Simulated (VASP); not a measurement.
Co:

```xyz
2
Lattice="2.4720 0.0000 0.0000 -1.2360 2.1408 0.0000 0.0000 0.0000 4.0211" Properties=species:S:1:pos:R:3 pbc="T T T"
Co    1.2360    0.7136    3.0159
Co    0.0000    1.4272    1.0053
```

Base run:

```yaml
Program: VASP 6.6.1
Functional: PBEsol
Potentials_or_basis: VASP PAW PBE potentials, release 64 (Co)
Cutoff: 520 eV
k_mesh: 12 × 12 × 7
Occupations: fermi-dirac, width 0.05 eV
Spin: collinear spin, ferromagnetic start
Starting_moments: "[3.5, 3.5] μB"
```

Its results: pressure -6.6 GPa; net moment 3.18 μB per cell; site moments Co +1.60 μB.

The run is repeated on the same cell with these changes: spin from collinear spin, ferromagnetic start to collinear spin, ferrimagnetic start; moments at the start from [3.5, 3.5] to [0.68, -2.21]. What comes out?

Pressure -14.5 GPa; net moment 0.00 μB per cell; site moments Co +0.76, -0.76 μB.

Caveats: the cell stands under tension; the PAW data sets were made with another functional, which shifts forces and pressure a little.
